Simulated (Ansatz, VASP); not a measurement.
**ZnO in VASP and in Ansatz**

```
Zn O
1.0
     3.23052    0.00000    0.00000
    -1.61526    2.79771    0.00000
     0.00000    0.00000    5.21394
Zn O
2 2
Direct
  0.66667 0.33333 0.50064
  0.33333 0.66667 0.00064
  0.66667 0.33333 0.87967
  0.33333 0.66667 0.37967
```

Alike in both runs: functional PBEsol; k mesh 9 × 9 × 6; occupations gaussian, width 0.02 eV; no spin polarisation.

Ansatz relaxed the structure, and its values are those at the end. VASP's run is a single point on that final structure, the one shown.

|  | VASP | Ansatz |
| --- | --- | --- |
| version | VASP 6.6.1 | Ansatz 0.2.0 |
| potentials or method | VASP PAW PBE potentials, release 64 (Zn, O_h), cutoff 910 eV | scalar-relativistic, plane waves, PAW |
| valence electrons in the cell | 36 | 36 |

```csv
,VASP,Ansatz,Ansatz less VASP
gap on the k mesh at the Fermi level (eV),0.69,0.70,+0.013
least direct gap on the mesh (eV),0.69,0.70,+0.013
```

VASP's potentials were made for PBE, not for PBEsol.

Noted on VASP's run: the cutoff is short for stress, so the pressure is rough.
